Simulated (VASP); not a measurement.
# Li2S: single point with r2SCAN

Crystal: Li2S.

```
Li S
1.0
     0.00000    2.84488    2.84488
     2.84488    0.00000    2.84488
     2.84488    2.84488    0.00000
Li S
2 1
Cartesian
  1.4224 1.4224 1.4224
  4.2673 4.2673 4.2673
  0.0000 0.0000 0.0000
```

| Item | Value |
| --- | --- |
| Program | VASP 6.6.1 |
| Task | single point |
| Functional | r2SCAN |
| Potentials or basis | VASP PAW PBE potentials, release 64 (Li_sv, S) |
| Cutoff | 830 eV |
| k mesh | 5 × 5 × 5 |
| Occupations | tetrahedron |
| Spin | collinear spin |
| Starting moments | [0.2, 0.2, 0.2] μB |

* Pressure: -0.2 GPa
* Band gap on the k mesh: 4.16 eV (least direct gap 5.05 eV)
* Net moment: 0.00 μB per cell
* Valence electrons inside the program's atomic spheres: Li 2.04; S 3.82

Levels at points of the mesh, in eV from the valence-band top:
Spin up:
| k point | band 4 | band 5 | band 6 | band 7 | band 8 | band 9 |
| --- | --- | --- | --- | --- | --- | --- |
| (0.00, 0.00, 0.00) | 0.00 | 0.00 | 0.00 | 5.05 | 6.91 | 6.91 |
Spin down:
| k point | band 2 | band 3 | band 4 | band 5 | band 6 | band 7 | band 8 | band 9 | band 10 | band 11 |
| --- | --- | --- | --- | --- | --- | --- | --- | --- | --- | --- |
| (0.00, 0.00, 0.00) | -45.56 | -11.49 | 0.00 | 0.00 | 0.00 | 5.05 | 6.91 | 6.91 | 6.91 | 11.77 |

It took 2.6 min on 1 thread of AMD EPYC 7R13 Processor (Zen 3) (shared host), peak memory 0.27 GiB.

Caveat: the PAW data sets were made with another functional, which shifts forces and pressure a little; an odd mesh through Γ misses points on the zone boundary, where band edges can lie.
